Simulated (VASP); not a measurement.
# ZnNi (Pm-3m) in VASP: further runs, part 2 of 2

VASP 6.6.1. The steps go on from the part before.

### 3 Vibrations by perturbation theory, LDA

This run uses another cell than the first one, of 10.75 Å³/atom, 0.971 times its volume.

INCAR reads:

```
SYSTEM = ZnNi
PREC = Accurate
ENCUT = 520
EDIFF = 1E-8
ISMEAR = -1
SIGMA = 0.15
LREAL = .FALSE.
LASPH = .TRUE.
NELM = 80
ALGO = Normal
ISIF = 2
LWAVE = .FALSE.
LCHARG = .FALSE.
GGA = CA
NBANDS = 18
IBRION = 8
NSW = 1
```

KPOINTS reads:

```
regular mesh
0
G
  16 16 16
  0 0 0
```

POSCAR reads:

```
ZnNi
1.0
    2.7803336364      0.0000000000      0.0000000000
    0.0000000000      2.7803336364      0.0000000000
    0.0000000000      0.0000000000      2.7803336364
Zn Ni
1 1
Direct
    0.5000000000      0.5000000000      0.5000000000
    0.0000000000      0.0000000000      0.0000000000
```

Potentials or basis: VASP PAW LDA potentials, release 64 (Zn, Ni).

Command:

```console
cat potpaw_LDA.64/Zn/POTCAR potpaw_LDA.64/Ni/POTCAR > POTCAR
mpirun -np 1 vasp_std > vasp.out
```

OUTCAR:

```text
SYSTEM = ZnNi
   PREC = Accurate
   ENCUT = 520
   EDIFF = 1E-8
   ISMEAR = -1
   LREAL = .FALSE.
   LASPH = .TRUE.
   NELM = 80
   ISIF = 2
   GGA = CA
   IBRION = 8
   NSW = 1

 ion  position               nearest neighbor table
   1  0.500  0.500  0.500-   2 2.41   2 2.41   2 2.41   2 2.41   2 2.41   2 2.41   2 2.41   2 2.41

   2  0.000  0.000  0.000-   1 2.41   1 2.41   1 2.41   1 2.41   1 2.41   1 2.41   1 2.41   1 2.41

  LATTYP: Found a simple cubic cell.
 ALAT       =     2.7803336364

  Lattice vectors:

 A1 = (   2.7803336364,   0.0000000000,   0.0000000000)
 A2 = (   0.0000000000,   2.7803336364,   0.0000000000)
 A3 = (   0.0000000000,   0.0000000000,   2.7803336364)

Analysis of symmetry for initial positions (statically):
=====================================================================
 Subroutine PRICEL returns:
 Original cell was already a primitive cell.

 Routine SETGRP: Setting up the symmetry group for a
 simple cubic supercell.

 Subroutine GETGRP returns: Found 48 space group operations
[... 9 lines left out ...]

 Routine SETGRP: Setting up the symmetry group for a
 simple cubic supercell.

 Subroutine GETGRP returns: Found 48 space group operations
[... 11 lines left out ...]
                                     Primitive cell

  volume of cell :      21.4927

  direct lattice vectors                    reciprocal lattice vectors
     2.780333636  0.000000000  0.000000000     0.359669065  0.000000000  0.000000000
     0.000000000  2.780333636  0.000000000     0.000000000  0.359669065  0.000000000
     0.000000000  0.000000000  2.780333636     0.000000000  0.000000000  0.359669065

  length of vectors
     2.780333636  2.780333636  2.780333636     0.359669065  0.359669065  0.359669065

  position of ions in fractional coordinates (direct lattice)
     0.500000000  0.500000000  0.500000000
     0.000000000  0.000000000  0.000000000

  ion indices of the primitive-cell ions
   primitive index   ion index
                 1           1
                 2           2

----------------------------------------------------------------------------------------

 KPOINTS: regular mesh

Automatic generation of k-mesh.
 Grid dimensions read from file:
 generate k-points for:   16   16   16

 Generating k-lattice:

  Cartesian coordinates                     Fractional coordinates (reciprocal lattice)
     0.022479317  0.000000000  0.000000000     0.062500000  0.000000000  0.000000000
     0.000000000  0.022479317  0.000000000     0.000000000  0.062500000  0.000000000
     0.000000000  0.000000000  0.022479317     0.000000000  0.000000000  0.062500000

  Length of vectors
     0.022479317  0.022479317  0.022479317

  Shift w.r.t. Gamma in fractional coordinates (k-lattice)
     0.000000000  0.000000000  0.000000000
[... 100 lines left out ...]

 E-fermi :   7.1462     XC(G=0): -13.7591

 val. band max:        7.1454361716   @ k =   0.4375   0.1250   0.0625
 cond. band min:       7.1649988848   @ k =   0.4375   0.1875   0.0000
 fundamental gap:      0.0195627132
 Fermi energy:         7.1462380444

 k-point     1 :       0.0000    0.0000    0.0000
  band No.  band energies     occupation
      1      -3.8377      2.00000
      2      -0.9634      2.00000
      3      -0.9634      2.00000
      4       0.0420      2.00000
      5       0.0420      2.00000
      6       0.0420      2.00000
[... 481 lines left out ...]
      5       0.0815      2.00000
      6       1.4906      2.00000
[... 10 lines left out ...]
     17      23.4431      0.00000
     18      24.9957      0.00000

 [... further k-points ...]

------------------------ aborting loop because EDIFF is reached ----------------------------------------

  FORCE on cell =-STRESS in cart. coord.  units (eV):
  Direction    XX          YY          ZZ          XY          YZ          ZX
  --------------------------------------------------------------------------------------
  -------------------------------------------------------------------------------------
  Total        0.9534701      0.9534701      0.9534701      0.0000000      0.0000000     -0.0000000
  in kB       71.0766432     71.0766432     71.0766432      0.0000000      0.0000000     -0.0000000
  external PRESSURE =      71.0766432 kB  Pullay stress =       0.0000000 kB

 VOLUME and BASIS-vectors are now :
 -----------------------------------------------------------------------------
  energy-cutoff  :      520.00
  volume of cell :       21.49
      direct lattice vectors                 reciprocal lattice vectors
     2.780333636  0.000000000  0.000000000     0.359669065  0.000000000  0.000000000
     0.000000000  2.780333636  0.000000000     0.000000000  0.359669065  0.000000000
     0.000000000  0.000000000  2.780333636     0.000000000  0.000000000  0.359669065

 POSITION                                       TOTAL-FORCE (eV/Angst)
 -----------------------------------------------------------------------------------
      1.39017      1.39017      1.39017         0.000000      0.000000      0.000000
      0.00000      0.00000      0.00000         0.000000      0.000000      0.000000
 -----------------------------------------------------------------------------------
    total drift:                                0.000000      0.000000     -0.000000

  FREE ENERGIE OF THE ION-ELECTRON SYSTEM (eV)
  ---------------------------------------------------
  free  energy   TOTEN  =        -9.0492234391 eV

  energy  without entropy=       -8.9818001175  energy(sigma->0) =       -9.01551178

[... ionic steps 2 to 3 ...]

--------------------------------------- Ionic step        4  -------------------------------------------

------------------------ aborting loop because EDIFF is reached ----------------------------------------

[... ionic steps 5 to 6 ...]

--------------------------------------- Ionic step        7  -------------------------------------------

 Free energy of the ion-electron system (eV)
  ---------------------------------------------------
  ---------------------------------------------------
  free energy    TOTEN  =        -0.18509958 eV

  energy without entropy =       -0.18509957

------------------------ aborting loop because EDIFF is reached ----------------------------------------

 INTERNAL STRAIN TENSOR  FOR ION    2  DIRECTION 1   (eV/Angst):
 -----------------------------------------------------------------------------
    -0.01538  0.00000  0.00000
     0.00000  0.01550  0.00000
    -0.00000  0.00000  0.01550

 INTERNAL STRAIN TENSOR FOR ION    2 for displacements in x,y,z  (eV/Angst):
          X           Y           Z          XY          YZ          ZX
  --------------------------------------------------------------------------------
  x     0.00000     0.00000     0.00000     0.00000     0.00000     0.00000
  y     0.00000     0.00000     0.00000     0.00000     0.00000     0.00000
  z     0.00000     0.00000     0.00000     0.00000     0.00000     0.00000

 SECOND DERIVATIVES (NOT SYMMETRIZED)
 ------------------------------------
               1X          1Y          1Z          2X          2Y          2Z
  1X    -8.810089   -0.000000   -0.000000    8.810089    0.000000    0.000000
  1Y    -0.000000   -8.810089    0.000000    0.000000    8.810089   -0.000000
  1Z    -0.000000   -0.000000   -8.810089    0.000000    0.000000    8.810089
  2X     8.739776   -0.000000    0.000000   -8.739776    0.000000   -0.000000
  2Y    -0.000000    8.739776   -0.000000    0.000000   -8.739776    0.000000
  2Z    -0.000000   -0.000000    8.739776    0.000000    0.000000   -8.739776

 Eigenvectors and eigenvalues of the dynamical matrix
 ----------------------------------------------------

   1 f  =    8.326063 THz    52.314195 2PiTHz  277.727558 cm-1    34.433813 meV
             X         Y         Z           dx          dy          dz
      1.390167  1.390167  1.390167     0.000000    0.689202    0.000000
      0.000000  0.000000  0.000000    -0.000000   -0.724569    0.000000
[... 21 lines left out ...]
   6 f/i=    0.016658 THz     0.104668 2PiTHz    0.555664 cm-1     0.068894 meV
             X         Y         Z           dx          dy          dz
      1.390167  1.390167  1.390167     0.337347   -0.030242    0.640533
      0.000000  0.000000  0.000000     0.320881   -0.028766    0.609268

--------------------------------------------------------------------------------------------------------

 ELASTIC MODULI CONTR FROM IONIC RELAXATION (kBar)
 Direction    XX          YY          ZZ          XY          YZ          ZX
 --------------------------------------------------------------------------------
 XX           0.0000      0.0000      0.0000      0.0000      0.0000      0.0000
 YY           0.0000      0.0000      0.0000      0.0000      0.0000      0.0000
 ZZ           0.0000      0.0000      0.0000      0.0000      0.0000      0.0000
 XY           0.0000      0.0000      0.0000      0.0000      0.0000      0.0000
 YZ           0.0000      0.0000      0.0000      0.0000      0.0000      0.0000
 ZX           0.0000      0.0000      0.0000      0.0000      0.0000      0.0000
 --------------------------------------------------------------------------------
```

It took 7.6 min on 1 thread of Oxide Virtual Turin-like, shared host; peak memory 0.39 GiB.

Results:

- Highest phonon frequency at Γ, LO-TO splitting left out: 278 cm⁻¹

Phonon frequencies in cm⁻¹ (negative: imaginary):
| q point | frequencies |
| --- | --- |
| (0.000, 0.000, 0.000) | -1 -1 -1 278 278 278 |

Caveat: the cell wasn't relaxed at this level first, which shifts response properties.

### 4 Vibrations by perturbation theory, LDA

This run uses another cell than the first one, of 10.95 Å³/atom, 0.990 times its volume.

INCAR reads:

```
ALGO = Fast
EDIFF = 1E-8
ENCUT = 520
IBRION = 8
ISIF = 2
ISMEAR = -1
LASPH = T
LCHARG = T
LREAL = F
LWAVE = F
NELM = 100
NSW = 1
PREC = Accurate
SIGMA = 0.15
```

KPOINTS reads:

```
k-points
0
Gamma
  16 16 16
```

POSCAR reads:

```
ZnNi
1.0
    2.7980212469      0.0000000000      0.0000000000
    0.0000000000      2.7980212469      0.0000000000
    0.0000000000      0.0000000000      2.7980212469
Zn Ni
1 1
Direct
    0.5000000000      0.5000000000      0.5000000000
    0.0000000000      0.0000000000      0.0000000000
```

Potentials or basis: VASP PAW LDA potentials, release 64 (Zn, Ni).

Command:

```console
cat potpaw_LDA.64/Zn/POTCAR potpaw_LDA.64/Ni/POTCAR > POTCAR
mpirun -np 1 vasp_std > vasp.out
```

OUTCAR:

```text
EDIFF = 1E-8
   ENCUT = 520
   IBRION = 8
   ISIF = 2
   ISMEAR = -1
   LASPH = T
   LREAL = F
   NELM = 100
   NSW = 1
   PREC = Accurate

 ion  position               nearest neighbor table
   1  0.500  0.500  0.500-   2 2.42   2 2.42   2 2.42   2 2.42   2 2.42   2 2.42   2 2.42   2 2.42

   2  0.000  0.000  0.000-   1 2.42   1 2.42   1 2.42   1 2.42   1 2.42   1 2.42   1 2.42   1 2.42

  LATTYP: Found a simple cubic cell.
 ALAT       =     2.7980212469

  Lattice vectors:

 A1 = (   2.7980212469,   0.0000000000,   0.0000000000)
 A2 = (   0.0000000000,   2.7980212469,   0.0000000000)
 A3 = (   0.0000000000,   0.0000000000,   2.7980212469)

Analysis of symmetry for initial positions (statically):
=====================================================================
 Subroutine PRICEL returns:
 Original cell was already a primitive cell.

 Routine SETGRP: Setting up the symmetry group for a
 simple cubic supercell.

[... 660 lines left out ...]

 INTERNAL STRAIN TENSOR  FOR ION    2  DIRECTION 1   (eV/Angst):
 -----------------------------------------------------------------------------
    -0.01458  0.00000  0.00000
     0.00000  0.01499  0.00000
    -0.00000  0.00000  0.01499

 INTERNAL STRAIN TENSOR FOR ION    2 for displacements in x,y,z  (eV/Angst):
          X           Y           Z          XY          YZ          ZX
  --------------------------------------------------------------------------------
  x     0.00000     0.00000     0.00000     0.00000     0.00000     0.00000
  y     0.00000     0.00000     0.00000     0.00000     0.00000     0.00000
  z     0.00000     0.00000     0.00000     0.00000     0.00000     0.00000

 SECOND DERIVATIVES (NOT SYMMETRIZED)
 ------------------------------------
               1X          1Y          1Z          2X          2Y          2Z
  1X    -8.164624   -0.000000    0.000000    8.164624    0.000000   -0.000000
  1Y     0.000000   -8.164624    0.000000   -0.000000    8.164624   -0.000000
  1Z     0.000000    0.000000   -8.164624   -0.000000   -0.000000    8.164624
  2X     8.069718    0.000000    0.000000   -8.069718   -0.000000   -0.000000
  2Y     0.000000    8.069718   -0.000000   -0.000000   -8.069718    0.000000
  2Z     0.000000   -0.000000    8.069718   -0.000000    0.000000   -8.069718

 Eigenvectors and eigenvalues of the dynamical matrix
 ----------------------------------------------------

   1 f  =    8.007548 THz    50.312907 2PiTHz  267.103047 cm-1    33.116542 meV
             X         Y         Z           dx          dy          dz
      1.399011  1.399011  1.399011     0.000000    0.689867    0.000000
      0.000000  0.000000  0.000000     0.000000   -0.723936    0.000000
[... 21 lines left out ...]
   6 f/i=    0.023379 THz     0.146895 2PiTHz    0.779844 cm-1     0.096688 meV
             X         Y         Z           dx          dy          dz
      1.399011  1.399011  1.399011     0.723936   -0.000000    0.000000
      0.000000  0.000000  0.000000     0.689867    0.000000    0.000000

--------------------------------------------------------------------------------------------------------

 ELASTIC MODULI CONTR FROM IONIC RELAXATION (kBar)
 Direction    XX          YY          ZZ          XY          YZ          ZX
 --------------------------------------------------------------------------------
 XX           0.0000      0.0000      0.0000      0.0000      0.0000      0.0000
 YY           0.0000      0.0000      0.0000      0.0000      0.0000      0.0000
 ZZ           0.0000      0.0000      0.0000      0.0000      0.0000      0.0000
 XY           0.0000      0.0000      0.0000      0.0000      0.0000      0.0000
 YZ           0.0000      0.0000      0.0000      0.0000      0.0000      0.0000
 ZX           0.0000      0.0000      0.0000      0.0000      0.0000      0.0000
 --------------------------------------------------------------------------------
```

OSZICAR:

```text
N       E                     dE             d eps       ncg     rms          rms(c)
DAV:   1     0.920658241448E+02    0.92066E+02   -0.11103E+04  5214   0.231E+03
DAV:   2    -0.734009713469E+01   -0.99406E+02   -0.96693E+02  4999   0.308E+02
DAV:   3    -0.100272940054E+02   -0.26872E+01   -0.26736E+01  5909   0.660E+01
DAV:   4    -0.100506052006E+02   -0.23311E-01   -0.23308E-01  6577   0.513E+00
[... 44 lines left out ...]
RMM:   8    -0.185151612266E+00    0.78852E-06   -0.20960E-08 20872   0.123E-03    0.170E-04
RMM:   9    -0.185149973111E+00    0.16392E-05   -0.56450E-09 20641   0.502E-04    0.474E-05
RMM:  10    -0.185149488275E+00    0.48484E-06   -0.17417E-09 20268   0.251E-04    0.155E-05
RMM:  11    -0.185149440109E+00    0.48166E-07   -0.19582E-09 20695   0.154E-04    0.709E-06
RMM:  12    -0.185149434749E+00    0.53602E-08   -0.15327E-09 20063   0.117E-04    0.338E-06
 Linear response finished
```

It took 7.7 min on 1 thread of Oxide Virtual Turin-like, shared host; peak memory 0.37 GiB.

Results:

| Quantity | Value |
| --- | --- |
| Highest phonon frequency at Γ, LO-TO splitting left out | 267 cm⁻¹ |

Phonon frequencies in cm⁻¹ (negative: imaginary):
| q point | frequencies |
| --- | --- |
| (0.000, 0.000, 0.000) | -1 -1 -1 267 267 267 |

Caveat: the cell wasn't relaxed at this level first, which shifts response properties. Spin polarisation is off, so any magnetic state and its effect on volume and gap are missing.
